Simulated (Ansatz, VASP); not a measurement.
Mo in VASP and in Ansatz

Contents of INCAR:

```
PREC     = Accurate       # precision mode
ENCUT    = 520            # plane-wave cutoff, eV
EDIFF    = 1E-6           # SCF threshold, eV
ISMEAR   = -1             # smearing method
SIGMA    = 0.1            # smearing width, eV
LREAL    = False          # projectors in reciprocal space
LASPH    = True           # aspherical terms in the spheres
NELM     = 80             # most SCF steps
ALGO     = Normal         # electronic algorithm
ISIF     = 2              # what is computed and relaxed
LWAVE    = False          # write WAVECAR
LCHARG   = False          # write CHGCAR
GGA      = RP             # functional
NBANDS   = 36             # bands
```

Contents of KPOINTS:

```
Automatic mesh
0
Gamma
  15 15 4
```

POSCAR

```
Mo
1.0
    2.7475973634      0.0000000000      0.0000000000
   -1.3737986817      2.3794891160      0.0000000000
    0.0000000000      0.0000000000      9.5832954463
Mo
4
Direct
    1.0000000000      1.0000000000      0.0000000000
    1.0000000000      1.0000000000      0.5000000000
    0.3333333333      0.6666666667      0.2500000000
    0.6666666667      0.3333333333      0.7500000000
```

Input for Ansatz:

```yaml
crystal:
  lattice:
    - [2.7475973634, 0.0, 0.0]
    - [-1.3737986817, 2.379489116, 0.0]
    - [0.0, 0.0, 9.5832954463]
  atoms:
    - { symbol: Mo, position: [1.0, 1.0, 0.0] }
    - { symbol: Mo, position: [1.0, 1.0, 0.5] }
    - { symbol: Mo, position: [0.3333333333, 0.6666666667, 0.25] }
    - { symbol: Mo, position: [0.6666666667, 0.3333333333, 0.75] }
hamiltonian:
  xc: rpbe
  pseudopotentials:
    kind: paw
    azcp:
      Mo: "pseudopotentials/Mo.paw.azcp"
basis:
  ecutwfc: 420
  fft_grid_basis: typed
kpoints:
  mp_grid: { grid: [15, 15, 4], shift: [0, 0, 0] }
magnetization:
  spin_polarized: false
scf:
  occupations: { method: fermi_dirac, width: 0.1 }
  lower_state_search: "off"
output:
  stress: true
```

Alike in both runs: task single point; functional RPBE; k mesh 15 × 15 × 4; occupations fermi-dirac, width 0.1 eV; no spin polarisation.

```csv
,VASP,Ansatz
version,VASP 6.6.1,Ansatz 0.2.0
potentials or method,"VASP PAW PBE potentials, release 64 (Mo_sv), cutoff 520 eV","plane waves (420 eV) with PAW, scalar-relativistic"
valence electrons in the cell,56,56
```

|  | VASP | Ansatz | Ansatz less VASP |
| --- | --- | --- | --- |
| pressure (GPa) | 10.6 | 10.1 | -0.51 |
| traceless stress, the component that is largest in VASP (GPa) | -1.33 | -1.26 | +0.072 |

VASP's potentials were made for PBE, not for RPBE.
